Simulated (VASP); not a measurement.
Set up this calculation in VASP 6.6.1, as the native input.

```
Task                   : single point
Functional             : PBE
Potentials or basis    : VASP PAW PBE potentials, release 64 (Mg, Se)
Cutoff                 : 520 eV
k mesh                 : 12 × 12 × 12
Occupations            : gaussian, width 0.1 eV
Spin                   : no spin polarisation
Dipole correction      : no
Further INCAR settings : ALGO = Normal; EDIFF = 1e-06; NBANDS = 19
```

The structure of Mg2Se3 lies in POSCAR:

```
Mg2Se3
1.0
    2.0266498663      1.1700868459      7.9162328111
   -2.0266498663      1.1700868459      7.9162328111
    0.0000000000     -2.3401736918      7.9162328111
Mg Se
2 3
Direct
    0.4006221100      0.4006221100      0.4006221100
    0.5993778900      0.5993778900      0.5993778900
    0.0000000000      0.0000000000      0.0000000000
    0.2130094644      0.2130094644      0.2130094644
    0.7869905356      0.7869905356      0.7869905356
```

These files were run (other wordings do the same):

INCAR

```
SYSTEM = Mg2Se3
ALGO = Normal
EDIFF = 1E-6
ENCUT = 520
GGA = PE
ISIF = 2
ISMEAR = 0
LASPH = .TRUE.
LCHARG = .TRUE.
LELF = .TRUE.
LREAL = .FALSE.
LVHAR = .TRUE.
LWAVE = .FALSE.
NBANDS = 19
NELM = 80
PREC = Accurate
SIGMA = 0.1
```

KPOINTS

```
k-points
0
G
  12 12 12
  0 0 0
```

Potentials or basis: VASP PAW PBE potentials, release 64 (Mg, Se).

Command:

```console
$ cat potpaw_PBE.64/Mg/POTCAR potpaw_PBE.64/Se/POTCAR > POTCAR
$ mpirun -np 1 vasp_std > vasp.out
```

It gave:

* Pressure: -0.1 GPa
* Largest force: 0.005 eV/Å
* Band gap on the k mesh: zero (bands 11 and 12 overlap by 0.55 eV)

Caveat: semilocal functionals underestimate gaps, so a narrow gap can read as zero.

It took 16 min on 1 thread of AMD EPYC 7R13 Processor (Zen 3), on a shared host, peak memory 0.75 GiB.
